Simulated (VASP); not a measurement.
# TiAl (P-6m2) in VASP: further runs

Runs on TiAl. Level: r2SCAN. Tasks: single point.

All numbers are computed with VASP 6.6.1; they aren't measurements. Logs are shortened: lines on timing, memory, paths and dates and some standing lists are left out, and cuts for length are marked.

**1. The cell of the first run**

Symmetry: P-6m2, No. 187, hexagonal system. The conventional cell has a = 2.829 Å, b = 2.829 Å, c = 4.615 Å, α = 90.00°, β = 90.00°, γ = 120.00°. Within 3.7 Å of Ti (site symmetry -6m2) lie 6 Al at 2.83 Å and 6 Ti at 2.83 Å. Al (site symmetry -6m2) has 6 Ti at 2.83 Å and 6 Al at 2.83 Å within 3.7 Å.

**2. Single point, r2SCAN**

The input, POSCAR:

```
TiAl
1.0
    2.8285104659      0.0000000000      0.0000000000
   -1.4142552329      2.4495621834      0.0000000000
    0.0000000000      0.0000000000      4.6148579117
Ti Al
1 1
Direct
    0.0000000000      0.0000000000      0.0000000000
    0.3333333333      0.6666666667      0.5000000000
```

The input, INCAR.step1:

```
PREC = Accurate
ENCUT = 520
ISMEAR = -1
SIGMA = 0.15
LREAL = False
LASPH = True
NELM = 100
NBANDS = 14
GGA = PE
ALGO = Normal
EDIFF = 1E-4
LWAVE = True
LCHARG = False
```

The input, INCAR.step2:

```
PREC = Accurate
ENCUT = 520
EDIFF = 1E-7
ISMEAR = -1
SIGMA = 0.15
LREAL = False
LASPH = True
NELM = 100
ALGO = Normal
ISIF = 2
LWAVE = False
LCHARG = False
METAGGA = R2SCAN
LMIXTAU = True
NBANDS = 14
ISTART = 1
```

The input, KPOINTS:

```
Automatic mesh
0
Gamma
  12 12 6
```

Potentials or basis: VASP PAW PBE potentials, release 64 (Ti_sv, Al).

Started as:

```bash
cat potpaw_PBE.64/Ti_sv/POTCAR potpaw_PBE.64/Al/POTCAR > POTCAR
cp INCAR.step1 INCAR
mpirun -np 1 vasp_std > vasp.out
cp INCAR.step2 INCAR
mpirun -np 1 vasp_std > vasp.out
```

OUTCAR:

```text
PREC = Accurate
   ENCUT = 520
   EDIFF = 1E-7
   ISMEAR = -1
   LREAL = False
   LASPH = True
   NELM = 100
   ISIF = 2
   METAGGA = R2SCAN
   ISTART = 1

 ion  position               nearest neighbor table
   1  0.000  0.000  0.000-   2 2.83   2 2.83   2 2.83   2 2.83   2 2.83   2 2.83
   2  0.333  0.667  0.500-   1 2.83   1 2.83   1 2.83   1 2.83   1 2.83   1 2.83

  LATTYP: Found a hexagonal cell.
 ALAT       =     2.8285104659
 C/A-ratio  =     1.6315505873

  Lattice vectors:

 A1 = (   2.8285104659,   0.0000000000,   0.0000000000)
 A2 = (  -1.4142552329,   2.4495621834,   0.0000000000)
 A3 = (   0.0000000000,   0.0000000000,   4.6148579117)

Analysis of symmetry for initial positions (statically):
=====================================================================
 Subroutine PRICEL returns:
 Original cell was already a primitive cell.

 Routine SETGRP: Setting up the symmetry group for a
 hexagonal supercell.

 Subroutine GETGRP returns: Found 12 space group operations
 (whereof 12 operations were pure point group operations)
 out of a pool of 24 trial point group operations.

The static configuration has the point symmetry D_3h.

Analysis of symmetry for dynamics (positions and initial velocities):
=====================================================================
 Subroutine PRICEL returns:
 Original cell was already a primitive cell.

 Routine SETGRP: Setting up the symmetry group for a
 hexagonal supercell.

 Subroutine GETGRP returns: Found 12 space group operations
 (whereof 12 operations were pure point group operations)
 out of a pool of 24 trial point group operations.

The dynamic configuration has the point symmetry D_3h.

 Subroutine INISYM returns: Found 12 space group operations
 (whereof 12 operations are pure point group operations),
 and found     1 'primitive' translations

----------------------------------------------------------------------------------------

                                     Primitive cell

  volume of cell :      31.9746

  direct lattice vectors                    reciprocal lattice vectors
     2.828510466  0.000000000  0.000000000     0.353542973  0.204118109  0.000000000
    -1.414255233  2.449562183  0.000000000     0.000000000  0.408236217  0.000000000
     0.000000000  0.000000000  4.614857912     0.000000000  0.000000000  0.216691395

  length of vectors
     2.828510466  2.828510695  4.614857912     0.408236251  0.408236217  0.216691395

  position of ions in fractional coordinates (direct lattice)
     0.000000000  0.000000000  0.000000000
     0.333333333  0.666666667  0.500000000

  ion indices of the primitive-cell ions
   primitive index   ion index
                 1           1
                 2           2

----------------------------------------------------------------------------------------

 KPOINTS: Automatic mesh

Automatic generation of k-mesh.
 Grid dimensions read from file:
 generate k-points for:   12   12    6

 Generating k-lattice:

  Cartesian coordinates                     Fractional coordinates (reciprocal lattice)
     0.029461914  0.017009842  0.000000000     0.083333333 -0.000000000  0.000000000
     0.000000000  0.034019685  0.000000000     0.000000000  0.083333333  0.000000000
     0.000000000  0.000000000  0.036115233     0.000000000  0.000000000  0.166666667

  Length of vectors
     0.034019688  0.034019685  0.036115233

  Shift w.r.t. Gamma in fractional coordinates (k-lattice)
     0.000000000  0.000000000  0.000000000

 Subroutine IBZKPT returns following result:
 ===========================================

 Found     76 irreducible k-points:

 Following reciprocal coordinates:
            Coordinates               Weight
  0.000000  0.000000  0.000000      1.000000
  0.083333 -0.000000  0.000000      6.000000
  0.166667 -0.000000  0.000000      6.000000
  0.250000 -0.000000  0.000000      6.000000
  0.333333 -0.000000  0.000000      6.000000
  0.416667 -0.000000  0.000000      6.000000
[... 16 lines left out ...]
  0.250000 -0.000000  0.166667     12.000000
  0.333333 -0.000000  0.166667     12.000000
 [... further k-points ...]
   k-points           NKPTS =     76   k-points in BZ     NKDIM =     76   number of bands    NBANDS=     14
   number of dos      NEDOS =    301   number of ions     NIONS =      2
   total plane-waves  NPLWV =  20736
   dimension x,y,z NGX =    24 NGY =   24 NGZ =   36
   dimension x,y,z NGXF=    48 NGYF=   48 NGZF=   72
   ions per type =               1   1
   NGX,Y,Z   is equivalent  to a cutoff of  14.11, 14.11, 12.97 a.u.
   NGXF,Y,Z  is equivalent  to a cutoff of  28.21, 28.21, 25.94 a.u.
 SYSTEM =  unknown system
   PREC   = accura    normal or accurate (medium, high low for compatibility)
   ISTART =      1    job   : 0-new  1-cont  2-samecut
   ICHARG =      0    charge: 1-file 2-atom 10-const
   ISPIN  =      1    spin polarized calculation?
   LNONCOLLINEAR =      F non collinear calculations
   LSORBIT =      F    spin-orbit coupling
   LASPH  =      T    aspherical Exc in radial PAW
   ENCUT  =  520.0 eV  38.22 Ry    6.18 a.u.   5.26  5.26  8.58*2*pi/ulx,y,z
   NELM   =    100;   NELMIN=  2; NELMDL=  0     # of ELM steps
   EDIFF  = 0.1E-06   stopping-criterion for ELM
   LREAL  =      F    real-space projection
   EDIFFG = 0.1E-05   stopping-criterion for IOM
   NSW    =      0    number of steps for IOM
   IBRION =     -1    ionic relax: 0-MD 1-quasi-New 2-CG
   NFREE  =      0    steps in history (QN), initial steepest desc. (CG)
   ISIF   =      2    stress and relaxation
   ISYM   =      2    0-nonsym 1-usesym 2-fastsym
   POTIM  = 0.5000    time-step for ionic-motion
   TEBEG  =    0.0;   TEEND  =   0.0 temperature during run
   PSTRESS=    0.0 pullay stress
   NELECT =      15.0000    total number of electrons
   NUPDOWN=      -1.0000    fix difference up-down
   EMIN   =  10.00;   EMAX   =-10.00  energy-range for DOS
   EFERMI =   0.00;   METHOD = LEGACY
   ISMEAR =    -1;   SIGMA  =   0.15  broadening in eV -4-tet -1-fermi 0-gaus
   EFERMI_NEDOS =   21; number of points for ismear=-14 and -15
   IALGO  =     38    algorithm
   IMIX   =      4    mixing-type and parameters
     AMIX     =   0.40;   BMIX     =  1.00
     AMIX_MAG =   1.60;   BMIX_MAG =  1.00
  volume/ion in A,a.u.               =      15.99       107.89
  Fermi-wavevector in a.u.,A,eV,Ry     =   1.272049  2.403823 22.015693  1.618108
  Thomas-Fermi vector in A             =   2.404948
   LORBIT       =      0    0 simple, 1 ext, 2 COOP (PROOUT), +10 PAW based schemes
   METAGGA = R2SCAN    functional components
   LHFCALC =     F    Hartree Fock is set to
   AEXX    =    0.0000 exact exchange contribution
   IVDW    =     0    specifies the selected vdW correction
   LEPSILON=     F    determine dielectric tensor
   LRPA    =     F    only Hartree local field effects (RPA)
 non-spin polarized calculation
  energy-cutoff  :      520.00
  volume of cell :       31.97
 maximum number of plane-waves:       877
 NGX is ok and might be reduce to    24
   NGX = 11   NGY = 11   NGZ = 17

 number of electron      15.0000005 magnetization

 Free energy of the ion-electron system (eV)
  ---------------------------------------------------
  ext. energy  EPLUGINS =         0.00000000
  ---------------------------------------------------
  free energy    TOTEN  =       -20.29621466 eV

  energy without entropy =      -20.14769850  energy(sigma->0) =      -20.22195658

 E-fermi :   8.3013     XC(G=0): -11.9314

 val. band max:        8.2889074664   @ k =   0.3333   0.3333   0.1667
 cond. band min:       8.3094120284   @ k =   0.1667   0.1667   0.3333
 fundamental gap:      0.0205045620
 Fermi energy:         8.3013152207

 k-point     1 :       0.0000    0.0000    0.0000
  band No.  band energies     occupation
      1     -50.4779      2.00000
      2     -25.7662      2.00000
      3     -25.2851      2.00000
      4     -25.2851      2.00000
      5      -1.3960      2.00000
      6       5.7946      2.00000
      7       6.1507      2.00000
      8       9.7647      0.00012
      9       9.7647      0.00012
     10      11.4841      0.00000
     11      11.4841      0.00000
     12      12.6976      0.00000
     13      22.2235      0.00000
     14      22.2235      0.00000

 k-point     2 :       0.0833   -0.0000    0.0000
  band No.  band energies     occupation
      1     -50.4701      2.00000
      2     -25.7585      2.00000
      3     -25.3327      2.00000
      4     -25.2957      2.00000
      5      -1.2081      2.00000
      6       5.9953      2.00000
      7       6.1816      2.00000
      8       9.5754      0.00041
      9       9.9182      0.00004
     10      11.4307      0.00000
     11      11.5129      0.00000
     12      12.7421      0.00000
     13      19.9067      0.00000
     14      21.0309      0.00000

 k-point     3 :       0.1667   -0.0000    0.0000
  band No.  band energies     occupation
      1     -50.4487      2.00000
      2     -25.7376      2.00000
      3     -25.4616      2.00000
      4     -25.3245      2.00000
      5      -0.6518      2.00000
      6       6.2666      2.00000
      7       6.5322      1.99998
      8       9.1145      0.00881
      9      10.3579      0.00000
     10      11.2876      0.00000
     11      11.6136      0.00000
     12      12.8505      0.00000
     13      16.9584      0.00000
     14      19.6775      0.00000

 k-point     4 :       0.2500   -0.0000    0.0000
  band No.  band energies     occupation
      1     -50.4192      2.00000
      2     -25.7089      2.00000
      3     -25.6348      2.00000
      4     -25.3635      2.00000
      5       0.2532      2.00000
      6       6.3839      1.99999
      7       7.1195      1.99924
      8       8.6408      0.18846
      9      11.0176      0.00000
     10      11.0981      0.00000
     11      11.8162      0.00000
     12      12.8854      0.00000
     13      14.5515      0.00000
     14      18.5667      0.00000

 k-point     5 :       0.3333   -0.0000    0.0000
  band No.  band energies     occupation
      1     -50.3895      2.00000
      2     -25.8050      2.00000
      3     -25.6801      2.00000
      4     -25.4023      2.00000
      5       1.4753      2.00000
      6       6.5027      1.99999
      7       7.1745      1.99891
      8       8.2117      1.28999
      9      10.9152      0.00000
     10      11.7735      0.00000
     11      12.1299      0.00000
[... 276 lines left out ...]
 k-point    22 :       0.1667   -0.0000    0.1667
  band No.  band energies     occupation
      1     -50.4486      2.00000
      2     -25.7390      2.00000
      3     -25.4615      2.00000
      4     -25.3244      2.00000
      5      -0.4833      2.00000
      6       5.1207      2.00000
      7       7.3965      1.99521
      8       9.1307      0.00791
      9      10.3620      0.00000
     10      11.1246      0.00000
     11      11.2571      0.00000
     12      13.8078      0.00000
     13      17.1166      0.00000
     14      19.8558      0.00000

 k-point    23 :       0.2500   -0.0000    0.1667
  band No.  band energies     occupation
      1     -50.4191      2.00000
      2     -25.7101      2.00000
      3     -25.6347      2.00000
      4     -25.3635      2.00000
      5       0.4021      2.00000
      6       5.6774      2.00000
      7       7.5965      1.98195
      8       8.6830      0.14560
      9      10.9660      0.00000
     10      11.0124      0.00000
     11      11.0688      0.00000
     12      13.7513      0.00000
     13      15.1412      0.00000
     14      18.7931      0.00000

 k-point    24 :       0.3333   -0.0000    0.1667
  band No.  band energies     occupation
      1     -50.3895      2.00000
      2     -25.8048      2.00000
      3     -25.6811      2.00000
      4     -25.4023      2.00000
      5       1.5976      2.00000
      6       6.1215      2.00000
      7       7.4394      1.99363
      8       8.2855      1.05276
      9      10.8657      0.00000
     10      10.9399      0.00000
     11      11.7797      0.00000
     12      12.6708      0.00000
     13      15.1042      0.00000
     14      17.9809      0.00000

 [... further k-points ...]
[... 5 lines left out ...]
  --------------------------------------------------------------------------------------
  -------------------------------------------------------------------------------------
  Total        0.9562650      0.9562652      0.5440050      0.0000000      0.0000000      0.0000000
  in kB       47.9164070     47.9164173     27.2589332      0.0000000      0.0000000      0.0000000
  external PRESSURE =      41.0305858 kB  Pullay stress =       0.0000000 kB

 VOLUME and BASIS-vectors are now :
 -----------------------------------------------------------------------------
  energy-cutoff  :      520.00
  volume of cell :       31.97
      direct lattice vectors                 reciprocal lattice vectors
     2.828510466  0.000000000  0.000000000     0.353542973  0.204118109  0.000000000
    -1.414255233  2.449562183  0.000000000     0.000000000  0.408236217  0.000000000
     0.000000000  0.000000000  4.614857912     0.000000000  0.000000000  0.216691395

 POSITION                                       TOTAL-FORCE (eV/Angst)
 -----------------------------------------------------------------------------------
      0.00000      0.00000      0.00000        -0.000000      0.000000      0.000000
     -0.00000      1.63304      2.30743         0.000000     -0.000000      0.000000
 -----------------------------------------------------------------------------------
    total drift:                                0.000001     -0.000001      0.000000

  FREE ENERGIE OF THE ION-ELECTRON SYSTEM (eV)
  ---------------------------------------------------
  free  energy   TOTEN  =       -20.2962146572 eV

  energy  without entropy=      -20.1476985018  energy(sigma->0) =      -20.22195658
```

It took 2.4 min on 1 thread of Intel Xeon Platinum 8124M at 3.00GHz (Skylake/Cascade Lake), shared host; peak memory 0.19 GiB.

Results:

| Property | Result |
| --- | --- |
| Free energy | -20.2962 eV |
| Pressure | 4.1 GPa |

Stress tensor (GPa, compression positive):
```
4.79 0.00 0.00
0.00 4.79 0.00
0.00 0.00 2.73
```

Caveat: the PAW data sets were made with another functional, which shifts forces and pressure a little.

(Part 1 of 2 ends here.)
